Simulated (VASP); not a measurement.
# Hg (R-3m) in VASP: a series of runs

The runs below take Hg through single point, with PBE.

Everything below comes from runs of VASP 6.6.1. Logs are shortened: lines on timing, memory, paths and dates and some standing lists are left out, and cuts for length are marked.

## 1. The cell of the first run

The structure is trigonal, space group R-3m (No. 166). Conventional cell: a = 4.157 Å, b = 4.157 Å, c = 5.924 Å, α = 90.00°, β = 90.00°, γ = 120.00°. Within 4.1 Å of Hg (site symmetry -3m) lie 6 Hg at 3.11 Å.

## 2. Single point, PBE

INCAR

```
PREC     = Accurate       # precision mode
ENCUT    = 520            # plane-wave cutoff, eV
EDIFF    = 1E-6           # SCF threshold, eV
ISMEAR   = 0              # smearing method
SIGMA    = 0.2            # smearing width, eV
LREAL    = False          # projectors in reciprocal space
LASPH    = True           # aspherical terms in the spheres
NELM     = 80             # most SCF steps
ALGO     = Normal         # electronic algorithm
ISIF     = 2              # what is computed and relaxed
LWAVE    = False          # write WAVECAR
LCHARG   = True           # write CHGCAR
GGA      = PE             # functional
LELF     = True           # ELF
LVHAR    = True         
NBANDS   = 12             # bands
```

KPOINTS

```
Automatic mesh
0
Gamma
  10 10 10
```

POSCAR

```
Hg
1.0
    2.0783995336      1.1999645302      1.9747385792
   -2.0783995336      1.1999645302      1.9747385792
    0.0000000000     -2.3999290604      1.9747385791
Hg
1
Direct
    0.0000000000      1.0000000000      0.0000000000
```

Potentials or basis: VASP PAW PBE potentials, release 64 (Hg).

Run with:

```sh
$ cat potpaw_PBE.64/Hg/POTCAR > POTCAR
$ mpirun -np 1 vasp_std > vasp.out
```

OUTCAR:

```text
PREC = Accurate
   ENCUT = 520
   EDIFF = 1E-6
   ISMEAR = 0
   LREAL = False
   LASPH = True
   NELM = 80
   ISIF = 2
   GGA = PE

 ion  position               nearest neighbor table
   1  0.000  0.000  0.000-

  LATTYP: Found a trigonal (rhomboedric) cell.
 ALAT       =     3.1079337109
 COS(alpha) =     0.1055736732

  Lattice vectors:

 A1 = (   2.0783995336,   1.1999645302,   1.9747385792)
 A2 = (  -2.0783995336,   1.1999645302,   1.9747385792)
 A3 = (   0.0000000000,  -2.3999290604,   1.9747385791)

Analysis of symmetry for initial positions (statically):
=====================================================================
 Subroutine PRICEL returns:
 Original cell was already a primitive cell.

 Routine SETGRP: Setting up the symmetry group for a
 trigonal (rhombohedral) supercell.

 Subroutine GETGRP returns: Found 12 space group operations
 (whereof 12 operations were pure point group operations)
 out of a pool of 12 trial point group operations.

The static configuration has the point symmetry D_3d.

Analysis of symmetry for dynamics (positions and initial velocities):
=====================================================================
 Subroutine PRICEL returns:
 Original cell was already a primitive cell.

 Routine SETGRP: Setting up the symmetry group for a
 trigonal (rhombohedral) supercell.

 Subroutine GETGRP returns: Found 12 space group operations
 (whereof 12 operations were pure point group operations)
 out of a pool of 12 trial point group operations.

The dynamic configuration has the point symmetry D_3d.

 Subroutine INISYM returns: Found 12 space group operations
 (whereof 12 operations are pure point group operations),
 and found     1 'primitive' translations

----------------------------------------------------------------------------------------

                                     Primitive cell

  volume of cell :      29.5501

  direct lattice vectors                    reciprocal lattice vectors
     2.078399534  1.199964530  1.974738579     0.240569723  0.138892994  0.168798714
    -2.078399534  1.199964530  1.974738579    -0.240569723  0.138892994  0.168798714
     0.000000000 -2.399929060  1.974738579     0.000000000 -0.277785989  0.168798714

  length of vectors
     3.107933711  3.107933711  3.107933711     0.325050860  0.325050860  0.325050860

  position of ions in fractional coordinates (direct lattice)
     0.000000000  0.000000000  0.000000000

[... 81 lines left out ...]
   ISIF   =      2    stress and relaxation
   ISYM   =      2    0-nonsym 1-usesym 2-fastsym
   POTIM  = 0.5000    time-step for ionic-motion
   TEBEG  =    0.0;   TEEND  =   0.0 temperature during run
   PSTRESS=    0.0 pullay stress
   NELECT =      12.0000    total number of electrons
   NUPDOWN=      -1.0000    fix difference up-down
   EMIN   =  10.00;   EMAX   =-10.00  energy-range for DOS
   EFERMI =   0.00;   METHOD = LEGACY
   ISMEAR =     0;   SIGMA  =   0.20  broadening in eV -4-tet -1-fermi 0-gaus
   EFERMI_NEDOS =   21; number of points for ismear=-14 and -15
   IALGO  =     38    algorithm
   IMIX   =      4    mixing-type and parameters
     AMIX     =   0.40;   BMIX     =  1.00
     AMIX_MAG =   1.60;   BMIX_MAG =  1.00
  volume/ion in A,a.u.               =      29.55       199.41
  Fermi-wavevector in a.u.,A,eV,Ry     =   1.212316  2.290945 19.996617  1.469710
  Thomas-Fermi vector in A             =   2.347804
   LORBIT       =      0    0 simple, 1 ext, 2 COOP (PROOUT), +10 PAW based schemes
   GGA     = PE    functional components
   LHFCALC =     F    Hartree Fock is set to
   AEXX    =    0.0000 exact exchange contribution
   IVDW    =     0    specifies the selected vdW correction
   LEPSILON=     F    determine dielectric tensor
   LRPA    =     F    only Hartree local field effects (RPA)
 non-spin polarized calculation
 Gauss-broadening in eV      SIGMA  =   0.20
  energy-cutoff  :      520.00
  volume of cell :       29.55
 maximum number of plane-waves:       811
   NGX = 11   NGY = 11   NGZ = 11

 number of electron      12.0000000 magnetization

 Free energy of the ion-electron system (eV)
  ---------------------------------------------------
  ext. energy  EPLUGINS =         0.00000000
  ---------------------------------------------------
  free energy    TOTEN  =        -0.17360183 eV

  energy without entropy =       -0.16993172  energy(sigma->0) =       -0.17176678

 E-fermi :   1.3062     XC(G=0):  -9.5680

 val. band max:        1.1990015309   @ k =  -0.2000   0.5000   0.1000
 cond. band min:       1.4619404399   @ k =   0.5000   0.5000   0.0000
 fundamental gap:      0.2629389090
 Fermi energy:         1.3061851829

 k-point     1 :       0.0000    0.0000    0.0000
  band No.  band energies     occupation
      1      -6.4074      2.00000
      2      -6.2196      2.00000
      3      -6.2196      2.00000
      4      -4.5942      2.00000
      5      -4.5942      2.00000
      6      -4.5527      2.00000
      7      10.9694      0.00000
      8      10.9694      0.00000
      9      11.1895      0.00000
     10      14.2571      0.00000
     11      15.9937      0.00000
     12      15.9937      0.00000
[... 331 lines left out ...]
 k-point    24 :       0.4000    0.3000   -0.0000
  band No.  band energies     occupation
      1      -5.9769      2.00000
      2      -5.6978      2.00000
      3      -4.9612      2.00000
      4      -4.8293      2.00000
      5      -4.7469      2.00000
      6      -1.9512      2.00000
      7       3.5694      0.00000
      8       7.0440      0.00000
      9      10.6353      0.00000
     10      14.1193      0.00000
     11      18.3318      0.00000
     12      19.5712      0.00000

 [... further k-points ...]

------------------------ aborting loop because EDIFF is reached ----------------------------------------

  FORCE on cell =-STRESS in cart. coord.  units (eV):
  Direction    XX          YY          ZZ          XY          YZ          ZX
  --------------------------------------------------------------------------------------
  -------------------------------------------------------------------------------------
  Total        0.0290456      0.0290456     -0.0140076      0.0000000      0.0000000     -0.0000000
  in kB        1.5748235      1.5748235     -0.7594769      0.0000000      0.0000000     -0.0000000
  external PRESSURE =       0.7967233 kB  Pullay stress =       0.0000000 kB

 VOLUME and BASIS-vectors are now :
 -----------------------------------------------------------------------------
  energy-cutoff  :      520.00
  volume of cell :       29.55
      direct lattice vectors                 reciprocal lattice vectors
     2.078399534  1.199964530  1.974738579     0.240569723  0.138892994  0.168798714
    -2.078399534  1.199964530  1.974738579    -0.240569723  0.138892994  0.168798714
     0.000000000 -2.399929060  1.974738579     0.000000000 -0.277785989  0.168798714

 POSITION                                       TOTAL-FORCE (eV/Angst)
 -----------------------------------------------------------------------------------
      0.00000      0.00000      0.00000        -0.000000      0.000000      0.000000
 -----------------------------------------------------------------------------------
    total drift:                                0.000000      0.000000      0.000000

  FREE ENERGIE OF THE ION-ELECTRON SYSTEM (eV)
  ---------------------------------------------------
  free  energy   TOTEN  =        -0.1736018349 eV

  energy  without entropy=       -0.1699317179  energy(sigma->0) =       -0.17176678
```

stdout:

```text
POSCAR found type information on POSCAR Hg
 POSCAR found :  1 types and       1 ions
 scaLAPACK will be used
 LDA part: xc-table for (Slater+PW92), standard interpolation
 POSCAR, INCAR and KPOINTS ok, starting setup
 FFT: planning ... GRIDC
 FFT: planning ... GRID_SOFT
 FFT: planning ... GRID
 WAVECAR not read
 entering main loop
```

Run time: 28 s. Hardware: 1 thread of Intel Xeon 8259CL, shared host; peak memory 0.16 GiB.

Results:

```
Free energy            : -0.1736 eV
Pressure               : 0.1 GPa
Band gap on the k mesh : zero (band 6 reaches 4.26 eV, above the bottom of band 7 at 0.01 eV)
```

Stress tensor (GPa, compression positive):
```
 0.16  0.00  0.00
 0.00  0.16  0.00
 0.00  0.00 -0.08
```

Levels at points of the mesh, in eV from the Fermi level:
```csv
k point,band 4,band 5,band 6,band 7,band 8,band 9
"(0.00, 0.00, 0.00)",-5.90,-5.90,-5.86,9.66,9.66,9.88
"(0.50, 0.00, 0.00)",-6.28,-5.85,-2.87,-1.29,12.21,12.24
"(0.50, 0.50, 0.00)",-6.25,-5.37,0.16,1.00,2.39,7.32
"(0.50, 0.50, 0.50)",-5.35,-5.35,2.95,3.23,5.44,5.44
```

Caveat: spin-orbit coupling is left out, which moves the levels of the heavy elements.

## 3. Single point, PBE

INCAR

```
SYSTEM = Hg
ALGO = Normal
EDIFF = 1E-6
ENCUT = 520
GGA = PE
ISIF = 2
ISMEAR = 0
LASPH = .TRUE.
LCHARG = .FALSE.
LREAL = .FALSE.
LWAVE = .FALSE.
NBANDS = 12
NELM = 80
PREC = Accurate
SIGMA = 0.3
```

KPOINTS

```
k-points
0
G
  10 10 10
  0 0 0
```

POSCAR is that of step 2.

Potentials or basis: VASP PAW PBE potentials, release 64 (Hg).

Run with:

```sh
$ cat potpaw_PBE.64/Hg/POTCAR > POTCAR
$ mpirun -np 1 vasp_std > vasp.out
```

Wall time 24 s (1 thread of Intel Xeon 8259CL, shared host); peak memory 0.16 GiB.

It converged, with:

```yaml
Free_energy: -0.1762 eV
Pressure: 0.1 GPa
Band_gap_on_the_k_mesh: zero (band 6 reaches 4.26 eV, above the bottom of band 7 at 0.01 eV)
```

Stress tensor (GPa, compression positive):
```
0.16 0.00 0.00
0.00 0.16 0.00
0.00 0.00 0.00
```

Levels at points of the mesh, in eV from the Fermi level:
```
           k point  band 3  band 4  band 5  band 6  band 7  band 8  band 9  band 10
(0.00, 0.00, 0.00)   -7.55   -5.93   -5.93   -5.88    9.64    9.64    9.86    12.92
(0.50, 0.00, 0.00)   -6.41   -6.30   -5.87   -2.90   -1.32   12.18   12.21    15.23
(0.50, 0.50, 0.00)   -6.30   -6.28   -5.40    0.13    0.97    2.37    7.29    13.99
(0.50, 0.50, 0.50)   -7.07   -5.38   -5.38    2.93    3.21    5.42    5.42     9.08
```

Caveat: spin-orbit coupling is left out, which moves the levels of the heavy elements.

## 4. Single point, PBE

INCAR

```
PREC     = Accurate       # precision mode
ENCUT    = 520            # plane-wave cutoff, eV
EDIFF    = 1E-6           # SCF threshold, eV
ISMEAR   = 0              # smearing method
SIGMA    = 0.6            # smearing width, eV
LREAL    = F              # projectors in reciprocal space
LASPH    = T              # aspherical terms in the spheres
NELM     = 100            # most SCF steps
ALGO     = Normal         # electronic algorithm
ISIF     = 2              # what is computed and relaxed
LWAVE    = F              # write WAVECAR
LCHARG   = F              # write CHGCAR
GGA      = PE             # functional
NBANDS   = 12             # bands
```

KPOINTS

```
Automatic mesh
0
Gamma
  10 10 10
```

POSCAR is that of step 3.

Run with:

```sh
$ cat potpaw_PBE.64/Hg/POTCAR > POTCAR
$ mpirun -np 1 vasp_std > vasp.out
```

It took 25 s on 1 thread of Intel Xeon 8259CL, shared host; peak memory 0.16 GiB.

The run converged. Its results:

```yaml
Free_energy: -0.1941 eV
Pressure: 0.1 GPa
Band_gap_on_the_k_mesh: zero (band 6 reaches 4.26 eV, above the bottom of band 7 at 0.01 eV)
```

Levels at points of the mesh, in eV from the Fermi level:
```tsv
k point	band 4	band 5	band 6	band 7	band 8	band 9
(0.00, 0.00, 0.00)	-5.92	-5.92	-5.88	9.64	9.64	9.86
(0.50, 0.00, 0.00)	-6.30	-5.87	-2.89	-1.31	12.19	12.22
(0.50, 0.50, 0.00)	-6.27	-5.39	0.14	0.98	2.37	7.30
(0.50, 0.50, 0.50)	-5.37	-5.37	2.93	3.22	5.42	5.42
```

Caveat: spin-orbit coupling is left out, which moves the levels of the heavy elements.

## 5. Single point, PBE

INCAR

```
SYSTEM = Hg
PREC     = Accurate       ! precision mode
ENCUT    = 520            ! plane-wave cutoff, eV
EDIFF    = 1E-7           ! SCF threshold, eV
ISMEAR   = 0              ! smearing method
SIGMA    = 1.0            ! smearing width, eV
LREAL    = .FALSE.        ! projectors in reciprocal space
LASPH    = .TRUE.         ! aspherical terms in the spheres
NELM     = 60             ! most SCF steps
ALGO     = Normal         ! electronic algorithm
ISIF     = 2              ! what is computed and relaxed
LWAVE    = .FALSE.        ! write WAVECAR
LCHARG   = .TRUE.         ! write CHGCAR
GGA      = PE             ! functional
LELF     = .TRUE.         ! ELF
LVHAR    = .TRUE.       
NBANDS   = 12             ! bands
```

KPOINTS

```
Automatic mesh
0
G
  10 10 10
  0 0 0
```

POSCAR is that of step 4.

Run with:

```sh
$ cat potpaw_PBE.64/Hg/POTCAR > POTCAR
$ mpirun -np 1 vasp_std > vasp.out
```

Run time: 23 s. Hardware: 1 thread of Intel Xeon 8259CL, shared host; peak memory 0.17 GiB.

The run converged. Its results:

```yaml
Free_energy: -0.2420 eV
Pressure: 0.0 GPa
Band_gap_on_the_k_mesh: zero (band 6 reaches 4.25 eV, above the bottom of band 7 at 0.01 eV)
```

Levels at points of the mesh, in eV from the Fermi level:
| k point | band 3 | band 4 | band 5 | band 6 | band 7 | band 8 | band 9 | band 10 |
| --- | --- | --- | --- | --- | --- | --- | --- | --- |
| (0.00, 0.00, 0.00) | -7.51 | -5.88 | -5.88 | -5.84 | 9.69 | 9.69 | 9.91 | 12.96 |
| (0.50, 0.00, 0.00) | -6.36 | -6.26 | -5.83 | -2.85 | -1.27 | 12.23 | 12.26 | 15.28 |
| (0.50, 0.50, 0.00) | -6.26 | -6.23 | -5.35 | 0.18 | 1.02 | 2.42 | 7.34 | 14.04 |
| (0.50, 0.50, 0.50) | -7.03 | -5.34 | -5.34 | 2.98 | 3.26 | 5.47 | 5.47 | 9.12 |

Caveat: spin-orbit coupling is left out, which moves the levels of the heavy elements.

[end of part 1 of 2]
